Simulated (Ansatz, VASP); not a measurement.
# One calculation of LaBPd3, two programs

```xyz
5
Lattice="4.3119 0.0000 0.0000 0.0000 4.3119 0.0000 0.0000 0.0000 4.3119" Properties=species:S:1:pos:R:3 pbc="T T T"
La    0.0000    0.0000    0.0000
B     2.1560    2.1560    2.1560
Pd    0.0000    2.1560    2.1560
Pd    2.1560    0.0000    2.1560
Pd    2.1560    2.1560    0.0000
```

Alike in both runs: task single point; functional LDA; k mesh 6 × 6 × 6; occupations fermi-dirac, width 0.1 eV; no spin polarisation.

```csv
,VASP,Ansatz
version,VASP 6.6.1,Ansatz 0.2.0
potentials or method,"VASP PAW LDA potentials, release 64 (La, B, Pd), cutoff 520 eV","plane waves, PAW"
valence electrons in the cell,44,68
```

|  | VASP | Ansatz | Ansatz less VASP |
| --- | --- | --- | --- |
| pressure (GPa) | 0.1 | -0.2 | -0.28 |

LDA's correlation is that of Perdew and Zunger in VASP and of Perdew and Wang (1992) in Ansatz. VASP's potentials hold 44 valence electrons a cell and Ansatz's 68, so a difference there can come from the potentials and not from the codes. Ansatz's warnings: stress scf threshold loose.

Neither program's run includes spin-orbit coupling.
